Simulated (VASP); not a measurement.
## Ca2C: single point with PBE

Crystal: Ca2C.

```
C Ca
1.0
     0.00000    3.12858    3.12858
     3.12858    0.00000    3.12858
     3.12858    3.12858    0.00000
C Ca
1 2
Direct
  0.00000 0.00000 0.00000
  0.25000 0.25000 0.25000
  0.75000 0.75000 0.75000
```

| Item | Value |
| --- | --- |
| Program | VASP 6.6.1 |
| Task | single point |
| Functional | PBE |
| Potentials or basis | VASP PAW PBE potentials, release 64 (C, Ca_sv) |
| Cutoff | 520 eV |
| k mesh | 6 × 6 × 6 |
| Occupations | gaussian, width 0.01 eV |
| Spin | no spin polarisation |

```yaml
Pressure: 0.9 GPa
Band_gap_on_the_k_mesh: 0.20 eV
```

Levels at points of the mesh, in eV from the valence-band top:
| k point | band 9 | band 10 | band 11 | band 12 | band 13 | band 14 | band 15 | band 16 |
| --- | --- | --- | --- | --- | --- | --- | --- | --- |
| (0.00, 0.00, 0.00) | -8.38 | -1.07 | -1.07 | -1.07 | 0.80 | 1.86 | 1.86 | 5.80 |
| (0.50, 0.00, 0.00) | -7.76 | -1.94 | -0.41 | -0.41 | 2.71 | 2.99 | 2.99 | 4.15 |
| (0.50, 0.50, 0.00) | -7.62 | -2.01 | 0.00 | 0.00 | 0.20 | 2.48 | 2.70 | 4.74 |

Wall time 36 s on 1 thread of Intel(R) Xeon(R) Platinum 8488C (Sapphire Rapids) (shared host), peak memory 0.2 GiB.

A k mesh can miss the band edges.
